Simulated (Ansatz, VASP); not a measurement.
**One calculation of Nb, two programs**

INCAR

```
ALGO = Normal
EDIFF = 1E-7
ENCUT = 520
GGA = PE
ISIF = 2
ISMEAR = -1
LASPH = True
LCHARG = False
LREAL = False
LWAVE = False
NBANDS = 12
NELM = 60
PREC = Accurate
SIGMA = 0.1
```

File KPOINTS:

```
k-points
0
Gamma
  13 13 13
```

POSCAR

```
Nb
1.0
    2.6837776737      0.0000000000      0.0000000000
    0.0000000000      2.6837776737      0.0000000000
    0.0000000000      0.0000000000      2.6837776737
Nb
1
Direct
    0.0000000000      0.0000000000      0.0000000000
```

Input for Ansatz:

```yaml
crystal:
  lattice:
    - [2.6837776737, 0.0, 0.0]
    - [0.0, 2.6837776737, 0.0]
    - [0.0, 0.0, 2.6837776737]
  atoms:
    - { symbol: Nb, position: [0.0, 0.0, 0.0] }
hamiltonian:
  xc: pbe
  pseudopotentials:
    kind: paw
    azcp:
      Nb: "pseudopotentials/Nb.paw.azcp"
basis:
  ecutwfc: 420
  fft_grid_basis: typed
kpoints:
  mp_grid: { grid: [13, 13, 13], shift: [0, 0, 0] }
magnetization:
  spin_polarized: false
scf:
  occupations: { method: fermi_dirac, width: 0.1 }
  lower_state_search: "off"
output:
  stress: true
```

Alike in both runs: task single point; functional PBE; k mesh 13 × 13 × 13; occupations fermi-dirac, width 0.1 eV; no spin polarisation.

|  | VASP | Ansatz |
| --- | --- | --- |
| version | VASP 6.6.1 | Ansatz 0.2.0 |
| potentials or method | VASP PAW PBE potentials, release 64 (Nb_sv), cutoff 520 eV | plane waves (420 eV) with PAW, scalar-relativistic |
| valence electrons in the cell | 13 | 13 |

VASP gave:

```
pressure (GPa) : 5.1
```

Task: Estimate Ansatz's values.

Result: Pressure (GPa): 5.4.
